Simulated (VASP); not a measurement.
Here is a VASP 6.6.1 calculation.

INCAR

```
  ALGO = Normal
  EDIFF = 1E-7
  EDIFFG = -0.01
  ENCUT = 600
  GGA = PS
  IBRION = 2
  ISIF = 3
  ISMEAR = 0
  LASPH = True
  LCHARG = False
  LREAL = False
  LWAVE = False
  NELM = 80
  NSW = 80
  PREC = Accurate
  SIGMA = 0.01
```

The input KPOINTS:

```
k-points
0
Gamma
  10 10 10
```

Contents of POSCAR:

```
BAs
1.0
    0.0000000000      2.3885000000      2.3885000000
    2.3885000000      0.0000000000      2.3885000000
    2.3885000000      2.3885000000      0.0000000000
B As
1 1
Direct
    0.0000000000      0.0000000000      0.0000000000
    0.2500000000      0.2500000000      0.2500000000
```

Potentials or basis: VASP PAW PBE potentials, release 64 (B, As).

Command:

```console
$ cat potpaw_PBE.64/B/POTCAR potpaw_PBE.64/As/POTCAR > POTCAR
$ mpirun -np 1 vasp_std > vasp.out
```

Q: Predict the band gap on the k mesh.

A: 1.08 eV, indirect (least direct gap 3.24 eV).

Final structure:
```yaml
crystal:
  lattice:
    - [0.00000, 2.38850, 2.38850]
    - [2.38850, 0.00000, 2.38850]
    - [2.38850, 2.38850, 0.00000]
  atoms:
    - { symbol: B, position: [0.00000, 0.00000, 0.00000] }
    - { symbol: As, position: [0.25000, 0.25000, 0.25000] }
```

Caveat: the relaxation stopped at its first step, so nothing moved. A k mesh can miss the band edges.
